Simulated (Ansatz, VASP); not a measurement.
## One calculation of AlN, two programs

File POSCAR:

```
AlN
1.0
   -3.1066653375      0.0000000000      0.0000000000
   -1.5533326688     -2.6904511034      0.0000000000
   -1.9418211692     -1.1211109748      9.9568096770
Al N
4 4
Direct
   -0.0436120078     -0.0436120078      0.9045964511
    0.1647379922      0.1647379922      0.4045964511
    0.6022463255      0.6022463255      0.1545964511
    0.3938963255      0.3938963255      0.6545964511
    0.2935786745      0.2935786745      0.0954035489
    0.0852286745      0.0852286745      0.5954035489
    0.5227370078      0.5227370078      0.3454035489
    0.3143870078      0.3143870078      0.8454035489
```

The input INCAR.step1:

```
SYSTEM = AlN
PREC     = Accurate       ! precision mode
ENCUT    = 520            ! plane-wave cutoff, eV
ISMEAR   = 0              ! smearing method
SIGMA    = 0.05           ! smearing width, eV
LREAL    = .False.        ! projectors in reciprocal space
LASPH    = .True.         ! aspherical terms in the spheres
NELM     = 60             ! most SCF steps
NBANDS   = 26             ! bands
GGA      = PE             ! functional
ALGO     = Normal         ! electronic algorithm
EDIFF    = 1E-4           ! SCF threshold, eV
LWAVE    = .True.         ! write WAVECAR
LCHARG   = .False.        ! write CHGCAR
```

INCAR.step2

```
SYSTEM = AlN
PREC     = Accurate       ! precision mode
ENCUT    = 520            ! plane-wave cutoff, eV
EDIFF    = 1E-6           ! SCF threshold, eV
ISMEAR   = 0              ! smearing method
SIGMA    = 0.05           ! smearing width, eV
LREAL    = .False.        ! projectors in reciprocal space
LASPH    = .True.         ! aspherical terms in the spheres
NELM     = 60             ! most SCF steps
ALGO     = Normal         ! electronic algorithm
ISIF     = 2              ! what is computed and relaxed
LWAVE    = .False.        ! write WAVECAR
LCHARG   = .False.        ! write CHGCAR
METAGGA  = R2SCAN         ! meta-GGA
LMIXTAU  = .True.       
NBANDS   = 26             ! bands
ISTART   = 1
```

Contents of KPOINTS:

```
Automatic mesh
0
Gamma
  8 8 3
  0 0 0
```

Input for Ansatz:

```yaml
crystal:
  lattice:
    - [-3.1066653375, 0.0, 0.0]
    - [-1.5533326688, -2.6904511034, 0.0]
    - [-1.9418211692, -1.1211109748, 9.956809677]
  atoms:
    - { symbol: Al, position: [-0.0436120078, -0.0436120078, 0.9045964511] }
    - { symbol: Al, position: [0.1647379922, 0.1647379922, 0.4045964511] }
    - { symbol: Al, position: [0.6022463255, 0.6022463255, 0.1545964511] }
    - { symbol: Al, position: [0.3938963255, 0.3938963255, 0.6545964511] }
    - { symbol: "N", position: [0.2935786745, 0.2935786745, 0.0954035489] }
    - { symbol: "N", position: [0.0852286745, 0.0852286745, 0.5954035489] }
    - { symbol: "N", position: [0.5227370078, 0.5227370078, 0.3454035489] }
    - { symbol: "N", position: [0.3143870078, 0.3143870078, 0.8454035489] }
basis:
  ecutwfc: 500
kpoints:
  mp_grid: { grid: [8, 8, 3] }
hamiltonian:
  xc: r2scan
scf:
  occupations: { method: gaussian, width: 0.05 }
output:
  forces: true
  stress: true
  eigenvalues: true
```

Alike in both runs: task single point; functional r2SCAN; k mesh 8 × 8 × 3; occupations gaussian, width 0.05 eV; no spin polarisation.

|  | VASP | Ansatz |
| --- | --- | --- |
| version | VASP 6.6.1 | Ansatz 0.2.0 |
| potentials or method | VASP PAW PBE potentials, release 64 (Al, N), cutoff 520 eV | scalar-relativistic, plane waves, PAW |
| valence electrons in the cell | 32 | 32 |

|  | VASP | Ansatz | Ansatz less VASP |
| --- | --- | --- | --- |
| gap on the k mesh at the Fermi level (eV) | 3.47 | 3.44 | -0.025 |
| least direct gap on the mesh (eV) | 3.49 | 3.46 | -0.025 |
| pressure (GPa) | -1.3 | -0.9 | +0.38 |
| traceless stress, the component that is largest in VASP (GPa) | 9.71 | 9.74 | +0.025 |
| rms of the force components (eV/Å) | 0.435 | 0.435 | +0.0004 |

VASP's potentials were made for PBE, not for r2SCAN. Atom by atom the forces differ by 0.004 eV/Å (rms over components). The functional is the same, so the differences come from potentials, cutoffs and numerics.
